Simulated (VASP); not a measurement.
Write the native input for VASP 6.6.1 that does the following.

```yaml
Task: relaxation of cell and atoms
Functional: LDA
Potentials_or_basis: VASP PAW LDA potentials, release 64 (Zr_sv, B)
Cutoff: 600 eV
k_mesh: 16 × 16 × 10
Occupations: fermi-dirac, width 0.15 eV
Spin: no spin polarisation
Dipole_correction: no
Further_INCAR_settings: ALGO = Normal; EDIFF = 1e-07; IBRION = 2; EDIFFG = -0.001; NSW = 80; ISIF = 3
```

The structure of ZrB2 lies in POSCAR:

```
ZrB2
1.0
    3.1336193983      0.0000000000      0.0000000000
   -1.5668096991      2.7137940047      0.0000000000
    0.0000000000      0.0000000000      3.4870609564
Zr B
1 2
Direct
    0.0000000000      0.0000000000      0.0000000000
    0.3333333333      0.6666666667      0.5000000000
    0.6666666667      0.3333333333      0.5000000000
```

These files were run (other wordings do the same):

INCAR

```
SYSTEM = ZrB2
PREC     = Accurate       ! precision mode
ENCUT    = 600            ! plane-wave cutoff, eV
EDIFF    = 1E-7           ! SCF threshold, eV
ISMEAR   = -1             ! smearing method
SIGMA    = 0.15           ! smearing width, eV
LREAL    = .FALSE.        ! projectors in reciprocal space
LASPH    = .TRUE.         ! aspherical terms in the spheres
NELM     = 80             ! most SCF steps
ALGO     = Normal         ! electronic algorithm
ISIF     = 3              ! what is computed and relaxed
LWAVE    = .FALSE.        ! write WAVECAR
LCHARG   = .FALSE.        ! write CHGCAR
GGA      = CA             ! functional
IBRION   = 2              ! ionic algorithm
NSW      = 80             ! ionic steps
EDIFFG   = -0.001         ! ionic threshold
```

KPOINTS

```
Automatic mesh
0
G
  16 16 10
  0 0 0
```

Potentials or basis: VASP PAW LDA potentials, release 64 (Zr_sv, B).

Run with:

```sh
$ cat potpaw_LDA.64/Zr_sv/POTCAR potpaw_LDA.64/B/POTCAR > POTCAR
$ mpirun -np 1 vasp_std > vasp.out
```

It gave:

| Item | Value |
| --- | --- |
| Relaxed volume | 9.90 Å³/atom |
| Relaxed cell | a = 3.135 Å, b = 3.135 Å, c = 3.491 Å, α = 90.00°, β = 90.00°, γ = 120.00° |
| Space group after relaxing (to 0.1 Å) | P6/mmm (No. 191) |
| Energy gained by relaxing | 0.0 meV/atom |
| Ionic steps | 9 |
| Pressure after relaxing | 0.0 GPa |
| Band gap on the k mesh | zero (bands 9 and 10 overlap by 1.02 eV) |

It took 9.4 min on 1 thread of AMD EPYC 7R13, with other jobs on the host, peak memory 0.19 GiB.
